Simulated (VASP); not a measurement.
Set up this calculation in VASP 6.6.1, as the native input.

```yaml
Task: single point
Functional: PBE
Potentials_or_basis: VASP PAW PBE potentials, release 64 (Si)
Cutoff: 500 eV
k_mesh: 19 × 19 × 19
Occupations: fermi-dirac, width 0.05 eV
Spin: no spin polarisation
Dipole_correction: no
Further_INCAR_settings: ALGO = Normal; EDIFF = 1e-06; NBANDS = 8
```

The structure of Si lies in POSCAR:

```
Si
1.0
    0.0000000000      1.6353062401      1.6353062401
    1.6353062401      0.0000000000      1.6353062401
    1.6353062401      1.6353062401      0.0000000000
Si
1
Direct
    0.0000000000      0.0000000000      0.0000000000
```

This isn't the form of Si at room conditions, which is diamond.

One way to write it, as run:

INCAR

```
SYSTEM = Si
PREC = Accurate ; ENCUT = 500
EDIFF = 1E-6 ; ISMEAR = -1
SIGMA = 0.05 ; LREAL = .FALSE.
LASPH = .TRUE. ; NELM = 120
ALGO = Normal ; ISIF = 2
LWAVE = .FALSE. ; LCHARG = .FALSE.
GGA = PE ; NBANDS = 8
GGA_COMPAT = .FALSE.
```

KPOINTS

```
Automatic mesh
0
G
  19 19 19
  0 0 0
```

Potentials or basis: VASP PAW PBE potentials, release 64 (Si).

The run is started by

```console
$ cat potpaw_PBE.64/Si/POTCAR > POTCAR
$ mpirun -np 1 vasp_std > vasp.out
```

Results of the run:

| Property | Result |
| --- | --- |
| Pressure | 124.7 GPa |
| Band gap on the k mesh | zero (bands 2 and 3 overlap by 17.56 eV) |

Caveat: the cell stands under pressure.

Wall time 27 s on 1 thread of AMD EPYC 7R13 (shared host), peak memory 0.09 GiB.
